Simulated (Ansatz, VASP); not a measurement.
**ZrGa3: VASP beside Ansatz**

INCAR

```
ALGO = Normal
EDIFF = 1E-6
ENCUT = 520
GGA = CA
ISIF = 2
ISMEAR = -1
LASPH = True
LCHARG = False
LREAL = False
LWAVE = False
NBANDS = 34
NELM = 60
PREC = Accurate
SIGMA = 0.03
```

The input KPOINTS:

```
k-points
0
Gamma
  12 12 12
```

Contents of POSCAR:

```
ZrGa3
1.0
   -1.9721740951      1.9721740951      4.3352071711
    1.9721740951     -1.9721740951      4.3352071711
    1.9721740951      1.9721740951     -4.3352071711
Zr Ga
1 3
Direct
    0.0000000000      0.0000000000      0.0000000000
    0.5000000000      0.5000000000      0.0000000000
    0.7500000000      0.2500000000      0.5000000000
    0.2500000000      0.7500000000      0.5000000000
```

Input for Ansatz:

```yaml
crystal:
  lattice:
    - [-1.9721740951, 1.9721740951, 4.3352071711]
    - [1.9721740951, -1.9721740951, 4.3352071711]
    - [1.9721740951, 1.9721740951, -4.3352071711]
  atoms:
    - { symbol: Zr, position: [0.0, 0.0, 0.0] }
    - { symbol: Ga, position: [0.5, 0.5, 0.0] }
    - { symbol: Ga, position: [0.75, 0.25, 0.5] }
    - { symbol: Ga, position: [0.25, 0.75, 0.5] }
kpoints:
  mp_grid: { grid: [12, 12, 12] }
  band_path:
    path:
      - [0.0, 0.0, 0.0]
      - [0.0, 0.0, 0.5]
      - [0.25, 0.25, 0.25]
      - [0.0, 0.5, 0.0]
      - [0.0, 0.0, 0.0]
      - [0.5, 0.5, -0.5]
      - [0.3017381381, 0.6982618619, -0.3017381381]
      - [-0.3017381381, 0.3017381381, 0.3017381381]
      - [0.0, 0.0, 0.0]
    npoints: 5
scf:
  occupations: { method: fermi_dirac, width: 0.03 }
hamiltonian:
  xc: lda
  pseudopotentials: { kind: all_electron, lapw: { basis_error: 0.001 } }
output:
  forces: true
  stress: true
  eigenvalues: true
```

Change from the starting cell: volume scaled by 0.98.

Alike in both runs: task single point; functional LDA; k mesh 12 × 12 × 12; occupations fermi-dirac, width 0.03 eV; no spin polarisation.

```csv
,VASP,Ansatz
version,VASP 6.6.1,Ansatz 0.2.0
potentials or method,"VASP PAW LDA potentials, release 64 (Zr_sv, Ga_d), cutoff 520 eV","all-electron LAPW, scalar-relativistic"
```

```csv
,VASP,Ansatz,Ansatz less VASP
pressure (GPa),-3.0,-3.4,-0.34
"traceless stress, the component that is largest in VASP (GPa)",6.55,6.56,+0.018
```

LDA's correlation is that of Perdew and Zunger in VASP and of Perdew and Wang (1992) in Ansatz. Ansatz ran all-electron here, and VASP with PAW potentials.
